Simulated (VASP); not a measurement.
Wanted: the native input for a VASP 6.6.1 run.

```
Task                   : relaxation of cell and atoms
Functional             : LDA
Potentials or basis    : VASP PAW LDA potentials, release 64 (Si, N)
Cutoff                 : 600 eV
k mesh                 : 8 × 8 × 8
Occupations            : gaussian, width 0.02 eV
Spin                   : no spin polarisation
Dipole correction      : no
Further INCAR settings : ALGO = Normal; EDIFF = 1e-07; IBRION = 2; EDIFFG = -0.002; NSW = 100; ISIF = 3
```

The structure of Si3N4 (kk07) lies in POSCAR:

```
Si3N4
1.0
    0.0000000000      3.8447059991      3.8447059991
    3.8447059991      0.0000000000      3.8447059991
    3.8447059991      3.8447059991      0.0000000000
Si N
6 8
Direct
    0.6250000000      0.6250000000      0.1250000000
    0.6250000000      0.1250000000      0.6250000000
    0.1250000000      0.6250000000      0.6250000000
    0.6250000000      0.6250000000      0.6250000000
    0.2500000000      0.2500000000      0.2500000000
    0.0000000000      0.0000000000      0.0000000000
    0.8675701074      0.8675701074      0.8675701074
    0.8527103222      0.3824298926      0.3824298926
    0.3824298926      0.3824298926      0.8527103222
    0.3824298926      0.8527103222      0.3824298926
    0.8675701074      0.8675701074      0.3972896778
    0.8675701074      0.3972896778      0.8675701074
    0.3824298926      0.3824298926      0.3824298926
    0.3972896778      0.8675701074      0.8675701074
```

These files were run (other wordings do the same):

INCAR

```
SYSTEM = Si3N4
  ALGO = Normal
  EDIFF = 1E-7
  EDIFFG = -0.002
  ENCUT = 600
  GGA = CA
  GGA_COMPAT = .FALSE.
  IBRION = 2
  ISIF = 3
  ISMEAR = 0
  LASPH = .TRUE.
  LCHARG = .FALSE.
  LREAL = .FALSE.
  LWAVE = .FALSE.
  NELM = 120
  NELMIN = 4
  NSW = 100
  PREC = Accurate
  SIGMA = 0.02
```

KPOINTS

```
k-points
0
G
  8 8 8
  0 0 0
```

Potentials or basis: VASP PAW LDA potentials, release 64 (Si, N).

The run is started by

```sh
$ cat potpaw_LDA.64/Si/POTCAR potpaw_LDA.64/N/POTCAR > POTCAR
$ mpirun -np 1 vasp_std > vasp.out
```

Results of the run:

The relaxed volume is 8.14 Å³/atom. The relaxed cell is a = 5.442 Å, b = 5.442 Å, c = 5.442 Å, α = 60.00°, β = 60.00°, γ = 60.00°, the space group after relaxing (to 0.05 Å) is Fd-3m (No. 227) and the energy gained by relaxing is 0.1 meV/atom. The ionic steps are 6, the pressure after relaxing is 0.0 GPa and the band gap on the k mesh is 3.35 eV, indirect (least direct gap 3.37 eV).

Run time: 12 min on 1 thread of AMD EPYC 9R45 (Zen 5), on a shared host, peak memory 0.28 GiB.
